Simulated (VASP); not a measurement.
Runs of VASP 6.6.1 on CaBe2O3. The structure is that of space group Cmmm (No. 65), or close to it. The cells are those of the table. 

```tsv
task	cell	k mesh	cutoff (eV)	smearing	gap on the mesh (eV)	pressure (GPa)	relaxed volume (Å³/atom)	largest force (eV/Å)
single point	a = 4.856, b = 4.856, c = 2.645 Å, angles 90.0, 90.0, 121.0°, 6 atoms	8 × 8 × 10	520	gaussian 0.02 eV	0.62	0.4	-	-
relaxation of cell and atoms	relaxed from a = 4.818, b = 4.818, c = 2.630 Å, angles 90.0, 90.0, 113.5°, 6 atoms	4 × 4 × 6	600	gaussian 0.1 eV	0.61	0.1	8.91	0.03
relaxation of cell and atoms	relaxed from a = 4.856, b = 4.856, c = 2.646 Å, angles 90.0, 90.0, 121.0°, 6 atoms	8 × 8 × 10	600	gaussian 0.02 eV	0.62	0.0	(b)	0.01
single point	a = 4.818, b = 4.818, c = 2.630 Å, angles 90.0, 90.0, 113.5°, 6 atoms	4 × 4 × 6	520	gaussian 0.1 eV	(a)	-10.1	-	6.21
single point	a = 4.856, b = 4.856, c = 2.646 Å, angles 90.0, 90.0, 121.0°, 6 atoms	4 × 4 × 6	520	gaussian 0.1 eV	0.61	0.3	-	0.01
```

Alike in all rows: level PBE; potentials or basis VASP PAW PBE potentials, release 64 (Ca_sv, Be, O); no spin polarisation.

Question: Fill in the values left out.

Answer: (a) none; (b) 8.92.

Caveats: some runs use coarse meshes; forces of over 1 eV/Å act on the atoms, so gaps and moduli don't describe the material at rest (some runs).

A k mesh can miss the band edges.
